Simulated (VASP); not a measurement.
# Hf4N (P2/m) in VASP: single point with r2SCAN

Aim: the single point of Hf4N with r2SCAN.

Everything below comes from runs of VASP 6.6.1. Logs are shortened: lines on timing, memory, paths and dates and some standing lists are left out, and cuts for length are marked.

## (1) The cell of the first run

It takes space group P2/m (No. 10, monoclinic). The conventional cell has a = 5.149 Å, b = 3.221 Å, c = 5.626 Å, α = 90.00°, β = 90.20°, γ = 90.00°. Hf (site symmetry m) has 2 N at 2.23 Å within 3.0 Å. Hf (site symmetry m) has 1 N at 2.28 Å within 3.0 Å. Within 3.0 Å of N (site symmetry 2/m) lie 6 Hf at 2.23 to 2.28 Å.

## (2) Single point, r2SCAN

POSCAR

```
Hf4N
1.0
    5.1488401222      0.0000000000     -0.0007791804
    0.0000000000      3.2212443814      0.0000000000
   -0.0185443848      0.0000000000      5.6256026915
Hf N
4 1
Direct
    0.2457164386      0.5000000000      0.1587438166
    0.7542835614      0.5000000000      0.8412561834
    0.7430154418      0.0000000000      0.3289719424
    0.2569845582      0.0000000000      0.6710280576
    0.0000000000      0.0000000000      0.0000000000
```

INCAR.step1

```
PREC = Accurate
ENCUT = 520
ISMEAR = 0
SIGMA = 0.1
LREAL = False
LASPH = True
NELM = 100
NBANDS = 30
GGA = PE
ALGO = Normal
EDIFF = 1E-4
LWAVE = True
LCHARG = False
```

INCAR.step2

```
PREC = Accurate
ENCUT = 520
EDIFF = 1E-7
ISMEAR = 0
SIGMA = 0.1
LREAL = False
LASPH = True
NELM = 100
ALGO = Normal
ISIF = 2
LWAVE = False
LCHARG = True
METAGGA = R2SCAN
LMIXTAU = True
LELF = True
LVHAR = True
NBANDS = 30
ISTART = 1
```

KPOINTS

```
Automatic mesh
0
Gamma
  6 10 6
```

Potentials or basis: VASP PAW PBE potentials, release 64 (Hf_pv, N).

Launch:

```console
$ cat potpaw_PBE.64/Hf_pv/POTCAR potpaw_PBE.64/N/POTCAR > POTCAR
$ cp INCAR.step1 INCAR
$ mpirun -np 1 vasp_std > vasp.out
$ cp INCAR.step2 INCAR
$ mpirun -np 1 vasp_std > vasp.out
```

OUTCAR:

```text
PREC = Accurate
   ENCUT = 520
   EDIFF = 1E-7
   ISMEAR = 0
   LREAL = False
   LASPH = True
   NELM = 100
   ISIF = 2
   METAGGA = R2SCAN
   ISTART = 1

 ion  position               nearest neighbor table
   1  0.246  0.500  0.159-   5 2.23   5 2.23   2 3.09   3 3.17   3 3.17   2 3.17   4 3.18   4 3.18
                             3 3.20   3 3.20   4 3.30   4 3.30
   2  0.754  0.500  0.841-   5 2.23   5 2.23   1 3.09   4 3.17   4 3.17   1 3.17   3 3.18   3 3.18
                             4 3.20   4 3.20   3 3.30   3 3.30
   3  0.743  0.000  0.329-   5 2.28   4 3.16   1 3.17   1 3.17   2 3.18   2 3.18   1 3.20   1 3.20
                             4 3.27   2 3.30   2 3.30
   4  0.257  0.000  0.671-   5 2.28   3 3.16   2 3.17   2 3.17   1 3.18   1 3.18   2 3.20   2 3.20
                             3 3.27   1 3.30   1 3.30
   5  0.000  0.000  0.000-   1 2.23   2 2.23   1 2.23   2 2.23   3 2.28   4 2.28

  LATTYP: Found a simple monoclinic cell.
 ALAT       =     5.1488401812
 B/A-ratio  =     0.6256252414
 C/A-ratio  =     1.0926020344
 COS(beta)  =    -0.0034477388

  Lattice vectors:

 A1 = (   5.1488401222,   0.0000000000,  -0.0007791804)
 A2 = (   0.0000000000,   3.2212443814,   0.0000000000)
 A3 = (  -0.0185443848,   0.0000000000,   5.6256026915)

Analysis of symmetry for initial positions (statically):
=====================================================================
 Subroutine PRICEL returns:
 Original cell was already a primitive cell.

 Routine SETGRP: Setting up the symmetry group for a
 simple monoclinic supercell.

 Subroutine GETGRP returns: Found  4 space group operations
 (whereof  4 operations were pure point group operations)
 out of a pool of  4 trial point group operations.

The static configuration has the point symmetry C_2h.

Analysis of symmetry for dynamics (positions and initial velocities):
=====================================================================
 Subroutine PRICEL returns:
 Original cell was already a primitive cell.

 Routine SETGRP: Setting up the symmetry group for a
 simple monoclinic supercell.

 Subroutine GETGRP returns: Found  4 space group operations
 (whereof  4 operations were pure point group operations)
 out of a pool of  4 trial point group operations.

The dynamic configuration has the point symmetry C_2h.

 Subroutine INISYM returns: Found  4 space group operations
 (whereof  4 operations are pure point group operations),
 and found     1 'primitive' translations

----------------------------------------------------------------------------------------

                                     Primitive cell

  volume of cell :      93.3044

  direct lattice vectors                    reciprocal lattice vectors
     5.148840122  0.000000000 -0.000779180     0.194218596  0.000000000  0.000640227
     0.000000000  3.221244381  0.000000000     0.000000000  0.310439036  0.000000000
    -0.018544385  0.000000000  5.625602692     0.000026900  0.000000000  0.177758820

  length of vectors
     5.148840181  3.221244381  5.625633257     0.194219651  0.310439036  0.177758823

  position of ions in fractional coordinates (direct lattice)
     0.245716439  0.500000000  0.158743817
     0.754283561  0.500000000  0.841256183
     0.743015442  0.000000000  0.328971942
     0.256984558  0.000000000  0.671028058
     0.000000000  0.000000000  0.000000000

  ion indices of the primitive-cell ions
   primitive index   ion index
                 1           1
                 2           2
                 3           3
                 4           4
                 5           5

----------------------------------------------------------------------------------------

 KPOINTS: Automatic mesh

Automatic generation of k-mesh.
 Grid dimensions read from file:
 generate k-points for:    6   10    6

 Generating k-lattice:

  Cartesian coordinates                     Fractional coordinates (reciprocal lattice)
     0.032369766  0.000000000  0.000106705     0.166666667  0.000000000  0.000000000
     0.000000000  0.031043904  0.000000000     0.000000000  0.100000000  0.000000000
     0.000004483  0.000000000  0.029626470    -0.000000000  0.000000000  0.166666667

  Length of vectors
     0.032369942  0.031043904  0.029626470

  Shift w.r.t. Gamma in fractional coordinates (k-lattice)
     0.000000000  0.000000000  0.000000000

 Subroutine IBZKPT returns following result:
 ===========================================

 Found    120 irreducible k-points:

 Following reciprocal coordinates:
            Coordinates               Weight
  0.000000  0.000000  0.000000      1.000000
  0.166667  0.000000 -0.000000      2.000000
  0.333333  0.000000 -0.000000      2.000000
  0.500000  0.000000 -0.000000      1.000000
  0.000000  0.100000  0.000000      2.000000
  0.166667  0.100000 -0.000000      4.000000
[... 16 lines left out ...]
  0.333333  0.500000 -0.000000      2.000000
  0.500000  0.500000 -0.000000      1.000000
 [... further k-points ...]
   k-points           NKPTS =    120   k-points in BZ     NKDIM =    120   number of bands    NBANDS=     30
   number of dos      NEDOS =    301   number of ions     NIONS =      5
   total plane-waves  NPLWV =  40320
   dimension x,y,z NGX =    40 NGY =   24 NGZ =   42
   dimension x,y,z NGXF=    80 NGYF=   48 NGZF=   84
   ions per type =               4   1
   NGX,Y,Z   is equivalent  to a cutoff of  12.92, 12.39, 12.41 a.u.
   NGXF,Y,Z  is equivalent  to a cutoff of  25.83, 24.77, 24.82 a.u.
 SYSTEM =  unknown system
   PREC   = accura    normal or accurate (medium, high low for compatibility)
   ISTART =      1    job   : 0-new  1-cont  2-samecut
   ICHARG =      0    charge: 1-file 2-atom 10-const
   ISPIN  =      1    spin polarized calculation?
   LNONCOLLINEAR =      F non collinear calculations
   LSORBIT =      F    spin-orbit coupling
   LASPH  =      T    aspherical Exc in radial PAW
   ENCUT  =  520.0 eV  38.22 Ry    6.18 a.u.   9.57  5.99 10.46*2*pi/ulx,y,z
   NELM   =    100;   NELMIN=  2; NELMDL=  0     # of ELM steps
   EDIFF  = 0.1E-06   stopping-criterion for ELM
   LREAL  =      F    real-space projection
   EDIFFG = 0.1E-05   stopping-criterion for IOM
   NSW    =      0    number of steps for IOM
   IBRION =     -1    ionic relax: 0-MD 1-quasi-New 2-CG
   NFREE  =      0    steps in history (QN), initial steepest desc. (CG)
   ISIF   =      2    stress and relaxation
   ISYM   =      2    0-nonsym 1-usesym 2-fastsym
   POTIM  = 0.5000    time-step for ionic-motion
   TEBEG  =    0.0;   TEEND  =   0.0 temperature during run
   PSTRESS=    0.0 pullay stress
   NELECT =      45.0000    total number of electrons
   NUPDOWN=      -1.0000    fix difference up-down
   EMIN   =  10.00;   EMAX   =-10.00  energy-range for DOS
   EFERMI =   0.00;   METHOD = LEGACY
   ISMEAR =     0;   SIGMA  =   0.10  broadening in eV -4-tet -1-fermi 0-gaus
   EFERMI_NEDOS =   21; number of points for ismear=-14 and -15
   IALGO  =     38    algorithm
   IMIX   =      4    mixing-type and parameters
     AMIX     =   0.40;   BMIX     =  1.00
     AMIX_MAG =   1.60;   BMIX_MAG =  1.00
  volume/ion in A,a.u.               =      18.66       125.93
  Fermi-wavevector in a.u.,A,eV,Ry     =   1.283842  2.426110 22.425819  1.648251
  Thomas-Fermi vector in A             =   2.416071
   LORBIT       =      0    0 simple, 1 ext, 2 COOP (PROOUT), +10 PAW based schemes
   METAGGA = R2SCAN    functional components
   LHFCALC =     F    Hartree Fock is set to
   AEXX    =    0.0000 exact exchange contribution
   IVDW    =     0    specifies the selected vdW correction
   LEPSILON=     F    determine dielectric tensor
   LRPA    =     F    only Hartree local field effects (RPA)
 non-spin polarized calculation
 Gauss-broadening in eV      SIGMA  =   0.10
  energy-cutoff  :      520.00
  volume of cell :       93.30
 maximum number of plane-waves:      2538
 NGX is ok and might be reduce to    40
   NGX = 19   NGY = 11   NGZ = 21

 number of electron      44.9999998 magnetization

 Free energy of the ion-electron system (eV)
  ---------------------------------------------------
  ext. energy  EPLUGINS =         0.00000000
  ---------------------------------------------------
  free energy    TOTEN  =      -194.08803871 eV

  energy without entropy =     -194.07900505  energy(sigma->0) =     -194.08352188

 E-fermi :   4.8680     XC(G=0): -12.3486

 val. band max:        4.8662116919   @ k =   0.5000   0.2000   0.1667
 cond. band min:       4.8990758353   @ k =   0.5000   0.0000   0.5000
 fundamental gap:      0.0328641433
 Fermi energy:         4.8680312039

 k-point     1 :       0.0000    0.0000    0.0000
  band No.  band energies     occupation
      1     -27.1687      2.00000
      2     -26.9302      2.00000
      3     -26.8078      2.00000
      4     -26.7461      2.00000
      5     -26.5671      2.00000
      6     -26.5135      2.00000
[... 22 lines left out ...]
     29       7.9202      0.00000
     30       8.5392      0.00000

 k-point     2 :       0.1667    0.0000   -0.0000
  band No.  band energies     occupation
      1     -27.1340      2.00000
      2     -26.9539      2.00000
      3     -26.8563      2.00000
      4     -26.6812      2.00000
      5     -26.5542      2.00000
      6     -26.4873      2.00000
[... 22 lines left out ...]
     29       8.2389      0.00000
     30       8.6094      0.00000

 k-point     3 :       0.3333    0.0000   -0.0000
  band No.  band energies     occupation
      1     -27.0863      2.00000
      2     -26.9578      2.00000
      3     -26.8863      2.00000
      4     -26.5787      2.00000
      5     -26.5189      2.00000
      6     -26.5066      2.00000
[... 22 lines left out ...]
     29       8.4550      0.00000
     30       8.9658      0.00000

 k-point     4 :       0.5000    0.0000   -0.0000
  band No.  band energies     occupation
      1     -27.0707      2.00000
      2     -27.0013      2.00000
      3     -26.7309      2.00000
      4     -26.7024      2.00000
      5     -26.4883      2.00000
      6     -26.4849      2.00000
[... 22 lines left out ...]
     29       7.9524      0.00000
     30       9.6734      0.00000

 k-point     5 :       0.0000    0.1000    0.0000
  band No.  band energies     occupation
      1     -27.1489      2.00000
      2     -26.9162      2.00000
      3     -26.7933      2.00000
      4     -26.7318      2.00000
      5     -26.5991      2.00000
      6     -26.5235      2.00000
[... 22 lines left out ...]
     29       7.4833      0.00000
     30       8.6770      0.00000
[... 526 lines left out ...]
     29       9.3120      0.00000
     30       9.4518      0.00000

 k-point    22 :       0.1667    0.5000   -0.0000
  band No.  band energies     occupation
      1     -26.9820      2.00000
      2     -26.8851      2.00000
      3     -26.8608      2.00000
      4     -26.8091      2.00000
      5     -26.6851      2.00000
      6     -26.6719      2.00000
[... 22 lines left out ...]
     29       9.0025      0.00000
     30       9.4052      0.00000

 k-point    23 :       0.3333    0.5000   -0.0000
  band No.  band energies     occupation
      1     -26.9964      2.00000
      2     -26.9362      2.00000
      3     -26.9139      2.00000
      4     -26.8653      2.00000
      5     -26.6826      2.00000
      6     -26.6445      2.00000
[... 22 lines left out ...]
     29       8.3082      0.00000
     30       9.2135      0.00000

 k-point    24 :       0.5000    0.5000   -0.0000
  band No.  band energies     occupation
      1     -27.0064      2.00000
      2     -26.9439      2.00000
      3     -26.9312      2.00000
      4     -26.9032      2.00000
      5     -26.6774      2.00000
      6     -26.6417      2.00000
[... 22 lines left out ...]
     29       7.7391      0.00000
     30       9.1846      0.00000

 [... further k-points ...]
[... 5 lines left out ...]
  --------------------------------------------------------------------------------------
  -------------------------------------------------------------------------------------
  Total       -1.6031982     -1.6268145     -1.5232558      0.0000000      0.0000000      0.1310879
  in kB      -27.5293451    -27.9348725    -26.1566128      0.0000000      0.0000000      2.2509781
  external PRESSURE =     -27.2069434 kB  Pullay stress =       0.0000000 kB

 VOLUME and BASIS-vectors are now :
 -----------------------------------------------------------------------------
  energy-cutoff  :      520.00
  volume of cell :       93.30
      direct lattice vectors                 reciprocal lattice vectors
     5.148840122  0.000000000 -0.000779180     0.194218596  0.000000000  0.000640227
     0.000000000  3.221244381  0.000000000     0.000000000  0.310439036  0.000000000
    -0.018544385  0.000000000  5.625602692     0.000026900  0.000000000  0.177758820

 POSITION                                       TOTAL-FORCE (eV/Angst)
 -----------------------------------------------------------------------------------
      1.26221      1.61062      0.89284        -0.110325      0.000000     -0.174405
      3.86808      1.61062      4.73199         0.110325     -0.000000      0.174405
      3.81957      0.00000      1.85009        -0.030377      0.000000     -0.160601
      1.31073      0.00000      3.77474         0.030377      0.000000      0.160601
      0.00000      0.00000      0.00000        -0.000000      0.000000      0.000000
 -----------------------------------------------------------------------------------
    total drift:                               -0.000000     -0.000000     -0.000000

  FREE ENERGIE OF THE ION-ELECTRON SYSTEM (eV)
  ---------------------------------------------------
  free  energy   TOTEN  =      -194.0880387083 eV

  energy  without entropy=     -194.0790050511  energy(sigma->0) =     -194.08352188
```

Run time: 7.1 min. Hardware: 1 thread of Intel Xeon 6975P-C (Granite Rapids), shared host; peak memory 0.39 GiB.

Results:

| Item | Value |
| --- | --- |
| Free energy | -194.0880 eV |
| Pressure | -2.7 GPa |
| Largest force | 0.206 eV/Å |

Forces on the atoms (eV/Å):
```
Hf  -0.110  0.000 -0.174
Hf   0.110  0.000  0.174
Hf  -0.030  0.000 -0.161
Hf   0.030  0.000  0.161
N    0.000  0.000  0.000
```

Stress tensor (GPa, compression positive):
```
-2.75  0.00  0.23
 0.00 -2.79  0.00
 0.23  0.00 -2.62
```

Caveat: the PAW data sets were made with another functional, which shifts forces and pressure a little; spin-orbit coupling is left out, which moves the levels of the heavy elements.
